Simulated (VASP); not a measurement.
Write the native input for VASP 6.6.1 that does the following.

```yaml
Task: single point
Functional: LDA
Potentials_or_basis: VASP PAW LDA potentials, release 64 (Rh_pv)
Cutoff: 520 eV
k_mesh: 17 × 17 × 17
Occupations: fermi-dirac, width 0.05 eV
Spin: no spin polarisation
Dipole_correction: no
Further_INCAR_settings: ALGO = Normal; EDIFF = 1e-07; NBANDS = 14
```

The structure of Rh lies in POSCAR:

```
Rh
1.0
    0.0000000000      1.5829793114      1.5829793114
    1.5829793114      0.0000000000      1.5829793114
    1.5829793114      1.5829793114      0.0000000000
Rh
1
Direct
    0.0000000000      0.0000000000      0.0000000000
```

This cell differs from its parent crystal: volume scaled by 0.6.

These files were run (other wordings do the same):

INCAR

```
SYSTEM = Rh
PREC     = Accurate       ! precision mode
ENCUT    = 520            ! plane-wave cutoff, eV
EDIFF    = 1E-7           ! SCF threshold, eV
ISMEAR   = -1             ! smearing method
SIGMA    = 0.05           ! smearing width, eV
LREAL    = .False.        ! projectors in reciprocal space
LASPH    = .True.         ! aspherical terms in the spheres
NELM     = 60             ! most SCF steps
ALGO     = Normal         ! electronic algorithm
ISIF     = 2              ! what is computed and relaxed
LWAVE    = .False.        ! write WAVECAR
LCHARG   = .True.         ! write CHGCAR
LELF     = .True.         ! ELF
LVHAR    = .True.       
NBANDS   = 14             ! bands
```

KPOINTS

```
regular mesh
0
Gamma
  17 17 17
  0 0 0
```

Potentials or basis: VASP PAW LDA potentials, release 64 (Rh_pv).

The run is started by

```sh
$ cat potpaw_LDA.64/Rh_pv/POTCAR > POTCAR
$ mpirun -np 1 vasp_std > vasp.out
```

Results of the run:

The pressure is 568.4 GPa.

Run time: 11 s on 1 thread of Intel Xeon 6975P-C (shared host), peak memory 0.13 GiB.
